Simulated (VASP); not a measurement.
Re, 1 atom in the cell. The structure is cubic, space group Fm-3m (No. 225). The conventional cell has a = 3.915 Å, b = 3.915 Å, c = 3.915 Å, α = 90.00°, β = 90.00°, γ = 90.00°. Re (site symmetry m-3m) has 12 Re at 2.77 Å within 3.6 Å. 

* Program: VASP 6.6.1
* Task: single point
* Functional: PBE
* Potentials or basis: VASP PAW PBE potentials, release 64 (Re)
* Cutoff: 520 eV
* k mesh: 24 × 24 × 24
* Occupations: gaussian, width 0.1 eV
* Spin: no spin polarisation
* Dipole correction: no
* Further INCAR settings: ALGO = Normal; EDIFF = 1e-06; NBANDS = 10

Potentials or basis: VASP PAW PBE potentials, release 64 (Re).

The run is started by

```console
$ cat potpaw_PBE.64/Re/POTCAR > POTCAR
$ mpirun -np 1 vasp_std > vasp.out
```

Hardware: 1 thread of Intel(R) Xeon(R) Platinum 8259CL CPU @ 2.50GHz (Skylake/Cascade Lake), on a shared host.

Q: Estimate the wall time of this run.

A: Run time: 74 s on 1 thread of Intel(R) Xeon(R) Platinum 8259CL CPU @ 2.50GHz (Skylake/Cascade Lake), with other jobs on the host, peak memory 0.19 GiB. Counts: scf iterations 11, k points 413.
